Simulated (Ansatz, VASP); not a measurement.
Al3Cu2 in VASP and in Ansatz

INCAR

```
SYSTEM = Al3Cu2
  PREC = Accurate
  ENCUT = 520
  EDIFF = 1E-7
  ISMEAR = 0
  SIGMA = 0.15
  LREAL = .FALSE.
  LASPH = .TRUE.
  NELM = 100
  ALGO = Fast
  ISIF = 2
  LWAVE = .FALSE.
  LCHARG = .FALSE.
  GGA = PS
  NBANDS = 24
```

The input KPOINTS:

```
Automatic mesh
0
G
  12 12 10
  0 0 0
```

The input POSCAR:

```
Al3Cu2
1.0
    4.0985856014      0.0000000000      0.0000000000
   -2.0492928007      3.5494792504      0.0000000000
    0.0000000000      0.0000000000      4.9821008425
Al Cu
3 2
Direct
    0.0000000000      0.0000000000      0.0000000000
    0.3417852774      0.6835705547      0.3515059809
    0.6666666667      0.3333333333      0.6484940191
    0.3333333333      0.6666666667      0.8422899817
    0.6666666667      0.3333333333      0.1577100183
```

Input for Ansatz:

```yaml
crystal:
  lattice:
    - [4.0985856014, 0.0, 0.0]
    - [-2.0492928007, 3.5494792504, 0.0]
    - [0.0, 0.0, 4.9821008425]
  atoms:
    - { symbol: Al, position: [0.0, 0.0, 0.0] }
    - { symbol: Al, position: [0.3417852774, 0.6835705547, 0.3515059809] }
    - { symbol: Al, position: [0.6666666667, 0.3333333333, 0.6484940191] }
    - { symbol: Cu, position: [0.3333333333, 0.6666666667, 0.8422899817] }
    - { symbol: Cu, position: [0.6666666667, 0.3333333333, 0.1577100183] }
basis:
  ecutwfc: 420
kpoints:
  mp_grid: { grid: [12, 12, 10] }
hamiltonian:
  xc: pbesol
scf:
  occupations: { method: gaussian, width: 0.15 }
output:
  forces: true
  stress: true
  eigenvalues: true
```

Alike in both runs: task single point; functional PBEsol; k mesh 12 × 12 × 10; occupations gaussian, width 0.15 eV; no spin polarisation.

|  | VASP | Ansatz |
| --- | --- | --- |
| version | VASP 6.6.1 | Ansatz 0.2.0 |
| potentials or method | VASP PAW PBE potentials, release 64 (Al, Cu), cutoff 520 eV | scalar-relativistic, plane waves, PAW |
| valence electrons in the cell | 31 | 47 |

|  | VASP | Ansatz | Ansatz less VASP |
| --- | --- | --- | --- |
| gap on the k mesh at the Fermi level (eV) | none | none | - |
| pressure (GPa) | 0.4 | 0.1 | -0.33 |
| traceless stress, the component that is largest in VASP (GPa) | -0.64 | -0.62 | +0.023 |
| rms of the force components (eV/Å) | 0.097 | 0.096 | -0.0002 |

VASP's potentials were made for PBE, not for PBEsol. Atom by atom the forces differ by 0.002 eV/Å (rms over components). A gap of «none» marks a metal or a gap that the smearing closes. VASP's potentials hold 31 valence electrons a cell and Ansatz's 47, so a difference there can come from the potentials and not from the codes.
